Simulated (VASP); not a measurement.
A run of VASP 6.6.1:

The input POSCAR:

```
GaN
1.0
    0.0000000000      2.2535006075      2.0281505468
    2.2535006075      0.0000000000      2.0281505468
    2.2535006075      2.2535006075      0.0000000000
Ga N
1 1
Direct
    0.0000000000      0.0000000000      0.0000000000
    0.7500000000      0.7500000000      0.7500000000
```

File INCAR.step1:

```
ALGO     = Normal         # electronic algorithm
EDIFF    = 1E-4           # SCF threshold, eV
ENCUT    = 520            # plane-wave cutoff, eV
GGA      = PE             # functional
ISMEAR   = 0              # smearing method
LASPH    = True           # aspherical terms in the spheres
LCHARG   = False          # write CHGCAR
LREAL    = False          # projectors in reciprocal space
LWAVE    = True           # write WAVECAR
NBANDS   = 16             # bands
NELM     = 100            # most SCF steps
PREC     = Accurate       # precision mode
SIGMA    = 0.05           # smearing width, eV
```

File INCAR.step2:

```
ALGO     = Normal         # electronic algorithm
EDIFF    = 1E-7           # SCF threshold, eV
ENCUT    = 520            # plane-wave cutoff, eV
ISIF     = 2              # what is computed and relaxed
ISMEAR   = 0              # smearing method
ISTART   = 1            
LASPH    = True           # aspherical terms in the spheres
LCHARG   = False          # write CHGCAR
LMIXTAU  = True         
LREAL    = False          # projectors in reciprocal space
LWAVE    = False          # write WAVECAR
METAGGA  = R2SCAN         # meta-GGA
NBANDS   = 16             # bands
NELM     = 100            # most SCF steps
PREC     = Accurate       # precision mode
SIGMA    = 0.05           # smearing width, eV
```

Contents of KPOINTS:

```
k-points
0
Gamma
  10 10 10
```

Potentials or basis: VASP PAW PBE potentials, release 64 (Ga_d, N).

Launch:

```console
$ cat potpaw_PBE.64/Ga_d/POTCAR potpaw_PBE.64/N/POTCAR > POTCAR
$ cp INCAR.step1 INCAR
$ mpirun -np 1 vasp_std > vasp.out
$ cp INCAR.step2 INCAR
$ mpirun -np 1 vasp_std > vasp.out
```

Hardware: 1 thread of Intel Xeon 8259CL, with other jobs on the host.

How long does it take, and how much memory?

Wall time 2.6 min on 1 thread of Intel Xeon 8259CL, with other jobs on the host, peak memory 0.17 GiB. Counts: k points 102.
